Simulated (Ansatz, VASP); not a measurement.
## Two plane-wave programs on Ta

Contents of INCAR:

```
PREC = Accurate ; ENCUT = 520
EDIFF = 1E-6 ; ISMEAR = 0
SIGMA = 0.15 ; LREAL = F
LASPH = T ; NELM = 60
ALGO = Fast ; ISIF = 2
LWAVE = F ; LCHARG = T
GGA = PS ; LELF = T
LVHAR = T ; NBANDS = 12
```

KPOINTS

```
regular mesh
0
Gamma
  20 20 20
```

POSCAR

```
Ta
1.0
   -1.6512800000      1.6512800000      1.8679279360
    1.6512800000     -1.6512800000      1.8679279360
    1.6512800000      1.6512800000     -1.8679279360
Ta
1
Direct
    0.0000000000      0.0000000000      0.0000000000
```

Input for Ansatz:

```yaml
crystal:
  lattice:
    - [-1.65128, 1.65128, 1.867927936]
    - [1.65128, -1.65128, 1.867927936]
    - [1.65128, 1.65128, -1.867927936]
  atoms:
    - { symbol: Ta, position: [0.0, 0.0, 0.0] }
basis:
  ecutwfc: 420
kpoints:
  mp_grid: { grid: [20, 20, 20] }
hamiltonian:
  xc: pbesol
scf:
  occupations: { method: gaussian, width: 0.15 }
output:
  forces: true
  stress: true
  eigenvalues: true
```

Change from the starting cell: strain +0.1312 x Voigt [0, 0, 1, 0, 0, 0], atoms carried along.

Alike in both runs: task single point; functional PBEsol; k mesh 20 × 20 × 20; occupations gaussian, width 0.15 eV; no spin polarisation.

```csv
,VASP,Ansatz
version,VASP 6.6.1,Ansatz 0.2.0
potentials or method,"VASP PAW PBE potentials, release 64 (Ta_pv), cutoff 520 eV","scalar-relativistic, plane waves, PAW"
valence electrons in the cell,11,13
```

|  | VASP | Ansatz | Ansatz less VASP |
| --- | --- | --- | --- |
| gap on the k mesh at the Fermi level (eV) | none | none | - |
| pressure (GPa) | -21.6 | -21.6 | +0.01 |
| traceless stress, the component that is largest in VASP (GPa) | -5.09 | -5.09 | 0.000 |

VASP's potentials were made for PBE, not for PBEsol. A gap of «none» marks a metal or a gap that the smearing closes. The functional is the same, so the differences come from potentials, cutoffs and numerics. VASP's potentials hold 11 valence electrons a cell and Ansatz's 13, so a difference there can come from the potentials and not from the codes.

Neither program's run includes spin-orbit coupling.
